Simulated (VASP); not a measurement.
A run of VASP 6.6.1 is set up as follows.

INCAR

```
SYSTEM = Pb
ALGO = Normal
EDIFF = 1E-8
ENCUT = 520
ISIF = 2
ISMEAR = -1
LASPH = .TRUE.
LCHARG = .FALSE.
LEFG = .TRUE.
LREAL = .FALSE.
LWAVE = .FALSE.
NBANDS = 21
NELM = 100
PREC = Accurate
SIGMA = 0.05
```

The input KPOINTS:

```
k-points
0
G
  8 8 8
  0 0 0
```

File POSCAR:

```
Pb
1.0
    0.0000000000      3.3925213842      3.3925213842
    3.3925213842      0.0000000000      3.3925213842
    3.3925213842      3.3925213842      0.0000000000
Pb
2
Direct
    0.0000000000      0.0000000000      0.0000000000
    0.2500000000      0.2500000000      0.2500000000
```

Potentials or basis: VASP PAW LDA potentials, release 64 (Pb_d).

Command:

```bash
$ cat potpaw_LDA.64/Pb_d/POTCAR > POTCAR
$ mpirun -np 1 vasp_std > vasp.out
```

What does it give for the pressure?

0.7 GPa.

What does it give for the band gap on the k mesh?

Zero (band 14 reaches 4.85 eV, above the bottom of band 15 at 3.63 eV).

Caveat: without QUAD_EFG the Cq values of the log hold for a quadrupole moment of 1 mb, not for the nuclei; spin-orbit coupling is left out, which moves the levels of the heavy elements.
